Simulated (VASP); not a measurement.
Wanted: the native input for a VASP 6.6.1 run.

```
Task                   : relaxation of cell and atoms
Functional             : PBE
Potentials or basis    : VASP PAW PBE potentials, release 64 (Mg, Be, S)
Cutoff                 : 600 eV
k mesh                 : 6 × 6 × 10
Occupations            : gaussian, width 0.1 eV
Spin                   : no spin polarisation
Dipole correction      : no
Further INCAR settings : ALGO = Normal; EDIFF = 1e-07; IBRION = 2; EDIFFG = -0.01; NSW = 100; ISIF = 3
```

The structure of Mg3BeS lies in POSCAR:

```
Mg3BeS
1.0
    7.2654054906      0.0000000000      0.0000000000
   -3.6327027453      6.2920257237      0.0000000000
    0.0000000000      0.0000000000      4.2485078472
Mg Be S
6 2 2
Direct
    0.0000000000      0.6618247372      0.7547519425
    0.3381752628      0.3381752628      0.7547519425
    0.6618247372      0.0000000000      0.7547519425
    0.6618247372      0.6618247372      0.2452480575
    0.0000000000      0.3381752628      0.2452480575
    0.3381752628      0.0000000000      0.2452480575
    0.0000000000      0.0000000000      0.2566776610
    0.0000000000      0.0000000000      0.7433223390
    0.6666666667      0.3333333333      0.5000000000
    0.3333333333      0.6666666667      0.5000000000
```

The cell was generated, and may not be a known phase.

One way to write it, as run:

INCAR

```
SYSTEM = Mg3BeS
ALGO = Normal
EDIFF = 1E-7
EDIFFG = -0.01
ENCUT = 600
GGA = PE
IBRION = 2
ISIF = 3
ISMEAR = 0
LASPH = .True.
LCHARG = .False.
LREAL = .False.
LWAVE = .False.
NELM = 60
NSW = 100
PREC = Accurate
SIGMA = 0.1
```

KPOINTS

```
k-points
0
Gamma
  6 6 10
  0 0 0
```

Potentials or basis: VASP PAW PBE potentials, release 64 (Mg, Be, S).

Command:

```bash
$ cat potpaw_PBE.64/Mg/POTCAR potpaw_PBE.64/Be/POTCAR potpaw_PBE.64/S/POTCAR > POTCAR
$ mpirun -np 1 vasp_std > vasp.out
```

Results of the run:

- Relaxed volume: 19.34 Å³/atom
- Relaxed cell: a = 7.303 Å, b = 7.303 Å, c = 4.187 Å, α = 90.00°, β = 90.00°, γ = 120.00°
- Space group after relaxing (to 0.1 Å): P-31m (No. 162)
- Energy gained by relaxing: 1.1 meV/atom
- Ionic steps: 8
- Pressure after relaxing: 0.0 GPa
- Band gap on the k mesh: zero (bands 14 and 15 overlap by 1.79 eV)

It took 41 min on 1 thread of Intel Xeon 8259CL, on a shared host, peak memory 0.54 GiB.
